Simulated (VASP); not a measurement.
Wanted: the native input for a VASP 6.6.1 run.

| Item | Value |
| --- | --- |
| Task | single point |
| Functional | HSE06 |
| Potentials or basis | VASP PAW PBE potentials, release 64 (Ga_d, N) |
| Cutoff | 520 eV |
| k mesh | 6 × 6 × 6 |
| Occupations | gaussian, width 0.01 eV |
| Spin | no spin polarisation |
| Dipole correction | no |
| Grid for exact exchange (PRECFOCK) | Normal |
| Further INCAR settings | ALGO = Normal; EDIFF = 1e-06; NBANDS = 16 |
| Share of exact exchange | 0.25 |
| Screening parameter | 0.2079 1/Å |

Crystal: GaN.

```
CELL_PARAMETERS angstrom
0.00000 2.24895 2.22646
2.24895 0.00000 2.22646
2.24895 2.24895 0.00000
ATOMIC_POSITIONS crystal
Ga 0.00000 0.00000 0.00000
N 0.25000 0.25000 0.25000
```

This cell differs from its parent crystal: uniaxial z strain -1.0%.

One way to write it, as run:

POSCAR

```
GaN
1.0
    0.0000000000      2.2489525411      2.2264630157
    2.2489525411      0.0000000000      2.2264630157
    2.2489525411      2.2489525411      0.0000000000
Ga N
1 1
Direct
    0.0000000000      0.0000000000      0.0000000000
    0.2500000000      0.2500000000      0.2500000000
```

INCAR.step1

```
ALGO = Normal
EDIFF = 1E-5
ENCUT = 520
GGA = PE
ISIF = 2
ISMEAR = 0
LASPH = T
LREAL = F
LWAVE = T
NBANDS = 16
NELM = 80
PREC = Accurate
SIGMA = 0.01
```

INCAR.step2

```
ALGO = Normal
EDIFF = 1E-6
ENCUT = 520
GGA = PE
HFSCREEN = 0.2079
ISIF = 2
ISMEAR = 0
ISTART = 1
LASPH = T
LCHARG = T
LELF = T
LHFCALC = T
LREAL = F
LVHAR = T
LWAVE = F
NBANDS = 16
NELM = 80
PREC = Accurate
PRECFOCK = Normal
SIGMA = 0.01
```

KPOINTS

```
k-points
0
Gamma
  6 6 6
```

Potentials or basis: VASP PAW PBE potentials, release 64 (Ga_d, N).

Command:

```console
$ cat potpaw_PBE.64/Ga_d/POTCAR potpaw_PBE.64/N/POTCAR > POTCAR
$ cp INCAR.step1 INCAR
$ mpirun -np 1 vasp_std > vasp.out
$ cp INCAR.step2 INCAR
$ mpirun -np 1 vasp_std > vasp.out
```

It gave:

| Property | Result |
| --- | --- |
| Pressure | 1.9 GPa |
| Band gap on the k mesh | 3.07 eV |

Caveat: the cell differs from its parent crystal (uniaxial z strain -1.0%); the structure was generated, so it needn't be the stable form of GaN; the PAW data sets were made with another functional, which shifts forces and pressure a little.

Wall time 91 min on 1 thread of Intel Xeon 8259CL, with other jobs on the host, peak memory 0.27 GiB.
